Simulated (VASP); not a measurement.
# ZnO (P4_2/mnm) in VASP: single point with PBE

Aim: the single point of ZnO with PBE.

All numbers are computed with VASP 6.6.1; they aren't measurements. Logs are shortened: lines on timing, memory, paths and dates and some standing lists are left out, and cuts for length are marked.

### 1 The cell of the first run

The structure is tetragonal, space group P4_2/mnm (No. 136). The conventional cell has a = 5.518 Å, b = 5.518 Å, c = 3.259 Å, α = 90.00°, β = 90.00°, γ = 90.00°. Zn (site symmetry m2m) has 4 O at 1.94 to 2.01 Å within 2.6 Å. Within 2.6 Å of O (site symmetry m2m) lie 4 Zn at 1.94 to 2.01 Å.

### 2 Single point, PBE

File INCAR:

```
PREC     = Accurate       # precision mode
ENCUT    = 520            # plane-wave cutoff, eV
EDIFF    = 1E-7           # SCF threshold, eV
ISMEAR   = 0              # smearing method
SIGMA    = 0.02           # smearing width, eV
LREAL    = F              # projectors in reciprocal space
LASPH    = T              # aspherical terms in the spheres
NELM     = 100            # most SCF steps
ALGO     = Normal         # electronic algorithm
ISIF     = 2              # what is computed and relaxed
LWAVE    = F              # write WAVECAR
LCHARG   = F              # write CHGCAR
GGA      = PE             # functional
NBANDS   = 46             # bands
```

File KPOINTS:

```
regular mesh
0
Gamma
  6 6 8
```

File POSCAR:

```
ZnO
1.0
    5.5175700700      0.0000000000      0.0000000000
    0.0000000000      5.5175700700      0.0000000000
    0.0000000000      0.0000000000      3.2587787700
Zn O
4 4
Direct
    0.1819728400      0.1819728400      0.5000000000
    0.8180271600      0.8180271600      0.5000000000
    0.6819728400      0.3180271600      0.0000000000
    0.3180271600      0.6819728400      0.0000000000
    0.8172472300      0.1827527700      0.5000000000
    0.1827527700      0.8172472300      0.5000000000
    0.6827527700      0.6827527700      0.0000000000
    0.3172472300      0.3172472300      0.0000000000
```

Potentials or basis: VASP PAW PBE potentials, release 64 (Zn, O).

On the command line:

```console
cat potpaw_PBE.64/Zn/POTCAR potpaw_PBE.64/O/POTCAR > POTCAR
mpirun -np 1 vasp_std > vasp.out
```

OUTCAR:

```text
PREC = Accurate
   ENCUT = 520
   EDIFF = 1E-7
   ISMEAR = 0
   LREAL = F
   LASPH = T
   NELM = 100
   ISIF = 2
   GGA = PE

 ion  position               nearest neighbor table
   1  0.182  0.182  0.500-   8 1.94   8 1.94   5 2.01   6 2.01   2 2.84
   2  0.818  0.818  0.500-   7 1.94   7 1.94   5 2.01   6 2.01   1 2.84
   3  0.682  0.318  0.000-   5 1.94   5 1.94   8 2.01   7 2.01   4 2.84
   4  0.318  0.682  0.000-   6 1.94   6 1.94   8 2.01   7 2.01   3 2.84
   5  0.817  0.183  0.500-   3 1.94   3 1.94   1 2.01   2 2.01
   6  0.183  0.817  0.500-   4 1.94   4 1.94   1 2.01   2 2.01
   7  0.683  0.683  0.000-   2 1.94   2 1.94   4 2.01   3 2.01
   8  0.317  0.317  0.000-   1 1.94   1 1.94   4 2.01   3 2.01

  LATTYP: Found a simple tetragonal cell.
 ALAT       =     5.5175700700
 C/A-ratio  =     0.5906184659

  Lattice vectors:

 A1 = (   5.5175700700,   0.0000000000,   0.0000000000)
 A2 = (   0.0000000000,   5.5175700700,   0.0000000000)
 A3 = (   0.0000000000,   0.0000000000,   3.2587787700)

Analysis of symmetry for initial positions (statically):
=====================================================================
 Subroutine PRICEL returns:
 Original cell was already a primitive cell.

 Routine SETGRP: Setting up the symmetry group for a
 simple tetragonal supercell.

 Subroutine GETGRP returns: Found 16 space group operations
 (whereof  8 operations were pure point group operations)
 out of a pool of 16 trial point group operations.

The static configuration has the point symmetry D_2h.
 The point group associated with its full space group is D_4h.

Analysis of symmetry for dynamics (positions and initial velocities):
=====================================================================
 Subroutine PRICEL returns:
 Original cell was already a primitive cell.

 Routine SETGRP: Setting up the symmetry group for a
 simple tetragonal supercell.

 Subroutine GETGRP returns: Found 16 space group operations
 (whereof  8 operations were pure point group operations)
 out of a pool of 16 trial point group operations.

The dynamic configuration has the point symmetry D_2h.
 The point group associated with its full space group is D_4h.

 Subroutine INISYM returns: Found 16 space group operations
 (whereof  8 operations are pure point group operations),
 and found     1 'primitive' translations

----------------------------------------------------------------------------------------

                                     Primitive cell

  volume of cell :      99.2089

  direct lattice vectors                    reciprocal lattice vectors
     5.517570070  0.000000000  0.000000000     0.181239203  0.000000000  0.000000000
     0.000000000  5.517570070  0.000000000     0.000000000  0.181239203  0.000000000
     0.000000000  0.000000000  3.258778770     0.000000000  0.000000000  0.306863420

  length of vectors
     5.517570070  5.517570070  3.258778770     0.181239203  0.181239203  0.306863420

  position of ions in fractional coordinates (direct lattice)
     0.181972840  0.181972840  0.500000000
     0.818027160  0.818027160  0.500000000
     0.681972840  0.318027160  0.000000000
     0.318027160  0.681972840  0.000000000
     0.817247230  0.182752770  0.500000000
     0.182752770  0.817247230  0.500000000
     0.682752770  0.682752770  0.000000000
     0.317247230  0.317247230  0.000000000

  ion indices of the primitive-cell ions
   primitive index   ion index
                 1           1
                 2           2
                 3           3
                 4           4
                 5           5
                 6           6
                 7           7
                 8           8

----------------------------------------------------------------------------------------

 KPOINTS: regular mesh

Automatic generation of k-mesh.
 Grid dimensions read from file:
 generate k-points for:    6    6    8

 Generating k-lattice:

  Cartesian coordinates                     Fractional coordinates (reciprocal lattice)
     0.030206534  0.000000000  0.000000000     0.166666667  0.000000000  0.000000000
     0.000000000  0.030206534  0.000000000     0.000000000  0.166666667  0.000000000
     0.000000000  0.000000000  0.038357928     0.000000000  0.000000000  0.125000000

  Length of vectors
     0.030206534  0.030206534  0.038357928

  Shift w.r.t. Gamma in fractional coordinates (k-lattice)
     0.000000000  0.000000000  0.000000000

 Subroutine IBZKPT returns following result:
 ===========================================

 Found     50 irreducible k-points:

 Following reciprocal coordinates:
            Coordinates               Weight
  0.000000  0.000000  0.000000      1.000000
  0.166667  0.000000  0.000000      4.000000
  0.333333  0.000000  0.000000      4.000000
  0.500000  0.000000  0.000000      2.000000
  0.166667  0.166667  0.000000      4.000000
  0.333333  0.166667  0.000000      8.000000
[... 16 lines left out ...]
  0.333333  0.000000  0.250000      8.000000
  0.500000  0.000000  0.250000      4.000000
 [... further k-points ...]
   k-points           NKPTS =     50   k-points in BZ     NKDIM =     50   number of bands    NBANDS=     46
   number of dos      NEDOS =    301   number of ions     NIONS =      8
   total plane-waves  NPLWV =  42336
   dimension x,y,z NGX =    42 NGY =   42 NGZ =   24
   dimension x,y,z NGXF=    84 NGYF=   84 NGZF=   48
   ions per type =               4   4
   NGX,Y,Z   is equivalent  to a cutoff of  12.65, 12.65, 12.24 a.u.
   NGXF,Y,Z  is equivalent  to a cutoff of  25.31, 25.31, 24.49 a.u.
 SYSTEM =  unknown system
   PREC   = accura    normal or accurate (medium, high low for compatibility)
   ISTART =      0    job   : 0-new  1-cont  2-samecut
   ICHARG =      2    charge: 1-file 2-atom 10-const
   ISPIN  =      1    spin polarized calculation?
   LNONCOLLINEAR =      F non collinear calculations
   LSORBIT =      F    spin-orbit coupling
   LASPH  =      T    aspherical Exc in radial PAW
   ENCUT  =  520.0 eV  38.22 Ry    6.18 a.u.  10.26 10.26  6.06*2*pi/ulx,y,z
   NELM   =    100;   NELMIN=  2; NELMDL= -5     # of ELM steps
   EDIFF  = 0.1E-06   stopping-criterion for ELM
   LREAL  =      F    real-space projection
   EDIFFG = 0.1E-05   stopping-criterion for IOM
   NSW    =      0    number of steps for IOM
   IBRION =     -1    ionic relax: 0-MD 1-quasi-New 2-CG
   NFREE  =      0    steps in history (QN), initial steepest desc. (CG)
   ISIF   =      2    stress and relaxation
   ISYM   =      2    0-nonsym 1-usesym 2-fastsym
   POTIM  = 0.5000    time-step for ionic-motion
   TEBEG  =    0.0;   TEEND  =   0.0 temperature during run
   PSTRESS=    0.0 pullay stress
   NELECT =      72.0000    total number of electrons
   NUPDOWN=      -1.0000    fix difference up-down
   EMIN   =  10.00;   EMAX   =-10.00  energy-range for DOS
   EFERMI =   0.00;   METHOD = LEGACY
   ISMEAR =     0;   SIGMA  =   0.02  broadening in eV -4-tet -1-fermi 0-gaus
   EFERMI_NEDOS =   21; number of points for ismear=-14 and -15
   IALGO  =     38    algorithm
   IMIX   =      4    mixing-type and parameters
     AMIX     =   0.40;   BMIX     =  1.00
     AMIX_MAG =   1.60;   BMIX_MAG =  1.00
  volume/ion in A,a.u.               =      12.40        83.69
  Fermi-wavevector in a.u.,A,eV,Ry     =   1.471190  2.780146 29.448455  2.164400
  Thomas-Fermi vector in A             =   2.586356
   LORBIT       =      0    0 simple, 1 ext, 2 COOP (PROOUT), +10 PAW based schemes
   GGA     = PE    functional components
   LHFCALC =     F    Hartree Fock is set to
   AEXX    =    0.0000 exact exchange contribution
   IVDW    =     0    specifies the selected vdW correction
   LEPSILON=     F    determine dielectric tensor
   LRPA    =     F    only Hartree local field effects (RPA)
 non-spin polarized calculation
 Gauss-broadening in eV      SIGMA  =   0.02
  energy-cutoff  :      520.00
  volume of cell :       99.21
 maximum number of plane-waves:      2696
 NGX is ok and might be reduce to    42
   NGX = 21   NGY = 21   NGZ = 13

 number of electron      71.9999982 magnetization

 Free energy of the ion-electron system (eV)
  ---------------------------------------------------
  ext. energy  EPLUGINS =         0.00000000
  ---------------------------------------------------
  free energy    TOTEN  =       -35.45206054 eV

  energy without entropy =      -35.45206054  energy(sigma->0) =      -35.45206054

 E-fermi :   1.0955     XC(G=0): -10.6197

 val. band max:        0.9999328069   @ k =   0.0000   0.0000   0.0000
 cond. band min:       1.8006039038   @ k =   0.0000   0.0000   0.0000
 fundamental gap:      0.8006710970
 Fermi energy:         1.0954993210

 k-point     1 :       0.0000    0.0000    0.0000
  band No.  band energies     occupation
      1     -17.1210      2.00000
      2     -16.4080      2.00000
      3     -16.4080      2.00000
      4     -16.3172      2.00000
      5      -5.3330      2.00000
      6      -5.1026      2.00000
[... 38 lines left out ...]
     45      11.3480      0.00000
     46      13.2222      0.00000

 k-point     2 :       0.1667    0.0000    0.0000
  band No.  band energies     occupation
      1     -17.0830      2.00000
      2     -16.4922      2.00000
      3     -16.3934      2.00000
      4     -16.2880      2.00000
      5      -5.3290      2.00000
      6      -5.1260      2.00000
[... 38 lines left out ...]
     45      11.7243      0.00000
     46      13.2361      0.00000

 k-point     3 :       0.3333    0.0000    0.0000
  band No.  band energies     occupation
      1     -16.9757      2.00000
      2     -16.6474      2.00000
      3     -16.3554      2.00000
      4     -16.2820      2.00000
      5      -5.3063      2.00000
      6      -5.1854      2.00000
[... 1018 lines left out ...]
     45      10.4999      0.00000
     46      11.0504      0.00000

 k-point    24 :       0.5000    0.0000    0.2500
  band No.  band energies     occupation
      1     -16.6588      2.00000
      2     -16.6588      2.00000
      3     -16.2492      2.00000
      4     -16.2492      2.00000
      5      -5.1121      2.00000
      6      -5.1121      2.00000
[... 38 lines left out ...]
     45      10.6375      0.00000
     46      10.6375      0.00000

 [... further k-points ...]

------------------------ aborting loop because EDIFF is reached ----------------------------------------

  FORCE on cell =-STRESS in cart. coord.  units (eV):
  Direction    XX          YY          ZZ          XY          YZ          ZX
  --------------------------------------------------------------------------------------
  -------------------------------------------------------------------------------------
  Total        3.6597429      3.6597429      3.9123429      0.0000000      0.0000000      0.0000000
  in kB       59.1031421     59.1031421     63.1825145      0.0000000      0.0000000      0.0000000
  external PRESSURE =      60.4629329 kB  Pullay stress =       0.0000000 kB

 VOLUME and BASIS-vectors are now :
 -----------------------------------------------------------------------------
  energy-cutoff  :      520.00
  volume of cell :       99.21
      direct lattice vectors                 reciprocal lattice vectors
     5.517570070  0.000000000  0.000000000     0.181239203  0.000000000  0.000000000
     0.000000000  5.517570070  0.000000000     0.000000000  0.181239203  0.000000000
     0.000000000  0.000000000  3.258778770     0.000000000  0.000000000  0.306863420

 POSITION                                       TOTAL-FORCE (eV/Angst)
 -----------------------------------------------------------------------------------
      1.00405      1.00405      1.62939         0.024400      0.024400      0.000000
      4.51352      4.51352      1.62939        -0.024400     -0.024400     -0.000000
      3.76283      1.75474      0.00000         0.024400     -0.024400     -0.000000
      1.75474      3.76283      0.00000        -0.024400      0.024400      0.000000
      4.50922      1.00835      1.62939        -0.005168      0.005168      0.000000
      1.00835      4.50922      1.62939         0.005168     -0.005168     -0.000000
      3.76714      3.76714      0.00000         0.005168      0.005168      0.000000
      1.75043      1.75043      0.00000        -0.005168     -0.005168     -0.000000
 -----------------------------------------------------------------------------------
    total drift:                                0.000000      0.000000      0.000000

  FREE ENERGIE OF THE ION-ELECTRON SYSTEM (eV)
  ---------------------------------------------------
  free  energy   TOTEN  =       -35.4520605411 eV

  energy  without entropy=      -35.4520605411  energy(sigma->0) =      -35.45206054
```

Wall time 2.4 min (1 thread of Intel Xeon Platinum 8488C (Sapphire Rapids), shared host); peak memory 0.3 GiB.

Results:

```yaml
Free_energy: -35.4521 eV
Pressure: 6.0 GPa
Largest_force: 0.035 eV/Å
Band_gap_on_the_k_mesh: 0.80 eV
```

Forces on the atoms (eV/Å):
```
Zn   0.024  0.024  0.000
Zn  -0.024 -0.024  0.000
Zn   0.024 -0.024  0.000
Zn  -0.024  0.024  0.000
O   -0.005  0.005  0.000
O    0.005 -0.005  0.000
O    0.005  0.005  0.000
O   -0.005 -0.005  0.000
```

Levels at points of the mesh, in eV from the valence-band top:
| k point | band 33 | band 34 | band 35 | band 36 | band 37 | band 38 | band 39 | band 40 |
| --- | --- | --- | --- | --- | --- | --- | --- | --- |
| (0.00, 0.00, 0.00) | -0.48 | -0.18 | -0.18 | 0.00 | 0.80 | 5.26 | 5.26 | 6.91 |
| (0.50, 0.00, 0.00) | -0.48 | -0.48 | -0.43 | -0.43 | 3.22 | 3.22 | 6.12 | 6.12 |
| (0.50, 0.50, 0.00) | -0.87 | -0.87 | -0.75 | -0.75 | 4.28 | 4.28 | 4.67 | 4.67 |
| (0.00, 0.00, 0.50) | -1.79 | -1.79 | -1.31 | -1.31 | 5.85 | 5.85 | 8.03 | 8.03 |
| (0.50, 0.00, 0.50) | -1.57 | -1.57 | -1.05 | -1.05 | 5.94 | 5.94 | 6.79 | 6.79 |
| (0.50, 0.50, 0.50) | -1.35 | -1.35 | -1.33 | -1.33 | 5.54 | 5.54 | 5.97 | 5.97 |

Caveat: the cell stands under pressure.
